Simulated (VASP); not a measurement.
# ZrBiN (P4/nmm) in VASP: single point with r2SCAN

Aim: the single point of ZrBiN with r2SCAN.

Everything below comes from runs of VASP 6.6.1. Logs are shortened: lines on timing, memory, paths and dates and some standing lists are left out, and cuts for length are marked.

### 1 The cell of the first run

Symmetry: P4/nmm, No. 129, tetragonal system. Conventional cell: a = 4.133 Å, b = 4.133 Å, c = 6.854 Å, α = 90.00°, β = 90.00°, γ = 90.00°. Within 2.9 Å of Zr (site symmetry 4mm) lie 4 N at 2.20 Å. Bi (site symmetry 4mm) has 4 Bi at 3.08 Å and 6 Zr at 3.17 to 3.68 Å and 4 N at 3.59 Å within 4.1 Å. N (site symmetry -4m2) has 4 Zr at 2.20 Å within 2.9 Å.

### 2 Single point, r2SCAN

POSCAR

```
ZrBiN
1.0
    4.1331711042      0.0000000000      0.0000000000
    0.0000000000      4.1331711042      0.0000000000
    0.0000000000      0.0000000000      6.8535252651
Zr Bi N
2 2 2
Direct
    0.5000000000      0.0000000000      0.1088877729
    0.0000000000      0.5000000000      0.8911122271
    0.5000000000      0.0000000000      0.5717166817
    0.0000000000      0.5000000000      0.4282833183
    0.0000000000      0.0000000000      0.0000000000
    0.5000000000      0.5000000000      0.0000000000
```

INCAR.step1

```
  PREC = Accurate
  ENCUT = 520
  ISMEAR = 0
  SIGMA = 0.1
  LREAL = F
  LASPH = T
  NELM = 60
  NBANDS = 41
  GGA = PE
  ALGO = Normal
  EDIFF = 1E-4
  LWAVE = T
  LCHARG = F
```

INCAR.step2

```
  PREC = Accurate
  ENCUT = 520
  EDIFF = 1E-7
  ISMEAR = 0
  SIGMA = 0.1
  LREAL = F
  LASPH = T
  NELM = 60
  ALGO = Normal
  ISIF = 2
  LWAVE = F
  LCHARG = F
  METAGGA = R2SCAN
  LMIXTAU = T
  NBANDS = 41
  ISTART = 1
```

KPOINTS

```
regular mesh
0
Gamma
  4 4 4
```

Potentials or basis: VASP PAW PBE potentials, release 64 (Zr_sv, Bi_d, N).

The run is started by

```console
$ cat potpaw_PBE.64/Zr_sv/POTCAR potpaw_PBE.64/Bi_d/POTCAR potpaw_PBE.64/N/POTCAR > POTCAR
$ cp INCAR.step1 INCAR
$ mpirun -np 1 vasp_std > vasp.out
$ cp INCAR.step2 INCAR
$ mpirun -np 1 vasp_std > vasp.out
```

OUTCAR:

```text
PREC = Accurate
   ENCUT = 520
   EDIFF = 1E-7
   ISMEAR = 0
   LREAL = F
   LASPH = T
   NELM = 60
   ISIF = 2
   METAGGA = R2SCAN
   ISTART = 1

 ion  position               nearest neighbor table
   1  0.500  0.000  0.109-   5 2.20   6 2.20   6 2.20   5 2.20   3 3.17   2 3.28   2 3.28   2 3.28
                             2 3.28   4 3.65   4 3.65   4 3.65   4 3.65   3 3.68
   2  0.000  0.500  0.891-   5 2.20   6 2.20   5 2.20   6 2.20   4 3.17   1 3.28   1 3.28   1 3.28
                             1 3.28   3 3.65   3 3.65   3 3.65   3 3.65   4 3.68
   3  0.500  0.000  0.572-   4 3.08   4 3.08   4 3.08   4 3.08   1 3.17   2 3.65   2 3.65   2 3.65
                             2 3.65   1 3.68
   4  0.000  0.500  0.428-   3 3.08   3 3.08   3 3.08   3 3.08   2 3.17   1 3.65   1 3.65   1 3.65
                             1 3.65   2 3.68
   5  0.000  0.000  0.000-   1 2.20   2 2.20   2 2.20   1 2.20
   6  0.500  0.500  0.000-   1 2.20   2 2.20   1 2.20   2 2.20

  LATTYP: Found a simple tetragonal cell.
 ALAT       =     4.1331711042
 C/A-ratio  =     1.6581760330

  Lattice vectors:

 A1 = (   4.1331711042,   0.0000000000,   0.0000000000)
 A2 = (   0.0000000000,   4.1331711042,   0.0000000000)
 A3 = (   0.0000000000,   0.0000000000,   6.8535252651)

Analysis of symmetry for initial positions (statically):
=====================================================================
 Subroutine PRICEL returns:
 Original cell was already a primitive cell.

 Routine SETGRP: Setting up the symmetry group for a
 simple tetragonal supercell.

 Subroutine GETGRP returns: Found 16 space group operations
 (whereof  8 operations were pure point group operations)
 out of a pool of 16 trial point group operations.

The static configuration has the point symmetry D_2d.
 The point group associated with its full space group is D_4h.

Analysis of symmetry for dynamics (positions and initial velocities):
=====================================================================
 Subroutine PRICEL returns:
 Original cell was already a primitive cell.

 Routine SETGRP: Setting up the symmetry group for a
 simple tetragonal supercell.

 Subroutine GETGRP returns: Found 16 space group operations
 (whereof  8 operations were pure point group operations)
 out of a pool of 16 trial point group operations.

The dynamic configuration has the point symmetry D_2d.
 The point group associated with its full space group is D_4h.

 Subroutine INISYM returns: Found 16 space group operations
 (whereof  8 operations are pure point group operations),
[... 100 lines left out ...]
   NSW    =      0    number of steps for IOM
   IBRION =     -1    ionic relax: 0-MD 1-quasi-New 2-CG
   NFREE  =      0    steps in history (QN), initial steepest desc. (CG)
   ISIF   =      2    stress and relaxation
   ISYM   =      2    0-nonsym 1-usesym 2-fastsym
   POTIM  = 0.5000    time-step for ionic-motion
   TEBEG  =    0.0;   TEEND  =   0.0 temperature during run
   PSTRESS=    0.0 pullay stress
   NELECT =      64.0000    total number of electrons
   NUPDOWN=      -1.0000    fix difference up-down
   EMIN   =  10.00;   EMAX   =-10.00  energy-range for DOS
   EFERMI =   0.00;   METHOD = LEGACY
   ISMEAR =     0;   SIGMA  =   0.10  broadening in eV -4-tet -1-fermi 0-gaus
   EFERMI_NEDOS =   21; number of points for ismear=-14 and -15
   IALGO  =     38    algorithm
   IMIX   =      4    mixing-type and parameters
     AMIX     =   0.40;   BMIX     =  1.00
     AMIX_MAG =   1.60;   BMIX_MAG =  1.00
  volume/ion in A,a.u.               =      19.51       131.68
  Fermi-wavevector in a.u.,A,eV,Ry     =   1.338570  2.529531 24.378522  1.791771
  Thomas-Fermi vector in A             =   2.467030
   LORBIT       =      0    0 simple, 1 ext, 2 COOP (PROOUT), +10 PAW based schemes
   METAGGA = R2SCAN    functional components
   LHFCALC =     F    Hartree Fock is set to
   AEXX    =    0.0000 exact exchange contribution
   IVDW    =     0    specifies the selected vdW correction
   LEPSILON=     F    determine dielectric tensor
   LRPA    =     F    only Hartree local field effects (RPA)
 non-spin polarized calculation
 Gauss-broadening in eV      SIGMA  =   0.10
  energy-cutoff  :      520.00
  volume of cell :      117.08
 maximum number of plane-waves:      3170
 NGX is ok and might be reduce to    32
   NGX = 15   NGY = 15   NGZ = 25

 number of electron      63.9999985 magnetization

 Free energy of the ion-electron system (eV)
  ---------------------------------------------------
  ext. energy  EPLUGINS =         0.00000000
  ---------------------------------------------------
  free energy    TOTEN  =      -186.90236816 eV

  energy without entropy =     -186.89480470  energy(sigma->0) =     -186.89858643

 E-fermi :   9.1025     XC(G=0): -11.6558

 val. band max:        9.0809165402   @ k =   0.5000   0.0000   0.5000
 cond. band min:       9.2557812595   @ k =   0.5000   0.0000   0.0000
 fundamental gap:      0.1748647193
 Fermi energy:         9.1025137988

 k-point     1 :       0.0000    0.0000    0.0000
  band No.  band energies     occupation
      1     -42.7862      2.00000
      2     -42.7009      2.00000
      3     -20.2925      2.00000
      4     -20.2096      2.00000
      5     -20.2096      2.00000
      6     -20.1155      2.00000
[... 781 lines left out ...]
     40      12.9058      0.00000
     41      13.0986      0.00000

------------------------ aborting loop because EDIFF is reached ----------------------------------------

  FORCE on cell =-STRESS in cart. coord.  units (eV):
  Direction    XX          YY          ZZ          XY          YZ          ZX
  --------------------------------------------------------------------------------------
  -------------------------------------------------------------------------------------
  Total        0.1617952      0.1617952      0.0696068      0.0000000     -0.0000000      0.0000000
  in kB        2.2140908      2.2140908      0.9525357      0.0000000     -0.0000000      0.0000000
  external PRESSURE =       1.7935724 kB  Pullay stress =       0.0000000 kB

 VOLUME and BASIS-vectors are now :
 -----------------------------------------------------------------------------
  energy-cutoff  :      520.00
  volume of cell :      117.08
      direct lattice vectors                 reciprocal lattice vectors
     4.133171104  0.000000000  0.000000000     0.241944980  0.000000000  0.000000000
     0.000000000  4.133171104  0.000000000     0.000000000  0.241944980  0.000000000
     0.000000000  0.000000000  6.853525265     0.000000000  0.000000000  0.145910311

 POSITION                                       TOTAL-FORCE (eV/Angst)
 -----------------------------------------------------------------------------------
      2.06659      0.00000      0.74627         0.000000     -0.000000      0.029445
      0.00000      2.06659      6.10726         0.000000      0.000000     -0.029445
      2.06659      0.00000      3.91827        -0.000000     -0.000000      0.003792
      0.00000      2.06659      2.93525         0.000000     -0.000000     -0.003792
      0.00000      0.00000      0.00000         0.000000     -0.000000     -0.000000
      2.06659      2.06659      0.00000         0.000000     -0.000000     -0.000000
 -----------------------------------------------------------------------------------
    total drift:                                0.000000      0.000000      0.000000

  FREE ENERGIE OF THE ION-ELECTRON SYSTEM (eV)
  ---------------------------------------------------
  free  energy   TOTEN  =      -186.9023681566 eV

  energy  without entropy=     -186.8948046998  energy(sigma->0) =     -186.89858643
```

OSZICAR.step1:

```text
N       E                     dE             d eps       ncg     rms          rms(c)
DAV:   1     0.821459822796E+03    0.82146E+03   -0.32276E+04  1476   0.182E+03
DAV:   2     0.589338554385E+02   -0.76253E+03   -0.72827E+03  1508   0.532E+02
DAV:   3    -0.475663150422E+02   -0.10650E+03   -0.10266E+03  1991   0.197E+02
DAV:   4    -0.560756929737E+02   -0.85094E+01   -0.84101E+01  2255   0.470E+01
DAV:   5    -0.566341927147E+02   -0.55850E+00   -0.55747E+00  2432   0.103E+01    0.285E+01
DAV:   6    -0.469524100852E+02    0.96818E+01   -0.57984E+01  1782   0.279E+01    0.107E+01
DAV:   7    -0.466554054164E+02    0.29700E+00   -0.51856E+00  2127   0.977E+00    0.735E+00
DAV:   8    -0.466164747347E+02    0.38931E-01   -0.70962E-01  1751   0.412E+00    0.170E+00
DAV:   9    -0.466103121345E+02    0.61626E-02   -0.13271E-01  2054   0.147E+00    0.787E-01
DAV:  10    -0.466107001553E+02   -0.38802E-03   -0.70777E-03  1786   0.512E-01    0.330E-01
DAV:  11    -0.466108016362E+02   -0.10148E-03   -0.14677E-03  1947   0.226E-01    0.609E-02
DAV:  12    -0.466108005143E+02    0.11220E-05   -0.53372E-05  1093   0.503E-02
   1 F= -.46610801E+02 E0= -.46604567E+02  d E =-.124666E-01
```

Run time: 2.1 min. Hardware: 1 thread of Intel Xeon 6975P-C (Granite Rapids), shared host; peak memory 0.28 GiB.

What came out:

```yaml
Free_energy: -186.9024 eV
Pressure: 0.2 GPa
Largest_force: 0.029 eV/Å
Band_gap_on_the_k_mesh: zero (band 32 reaches 9.08 eV, above the bottom of band 33 at 8.63 eV)
```

Forces in eV/Å, atoms in the order of the input:
```
Zr   0.000  0.000  0.029
Zr   0.000  0.000 -0.029
Bi   0.000  0.000  0.004
Bi   0.000  0.000 -0.004
N    0.000  0.000  0.000
N    0.000  0.000  0.000
```

Stress tensor (GPa, compression positive):
```
0.22 0.00 0.00
0.00 0.22 0.00
0.00 0.00 0.10
```

Caveat: the k points lie up to 0.38 Å⁻¹ apart; the PAW data sets were made with another functional, which shifts forces and pressure a little; spin-orbit coupling is left out, which moves the levels of the heavy elements.
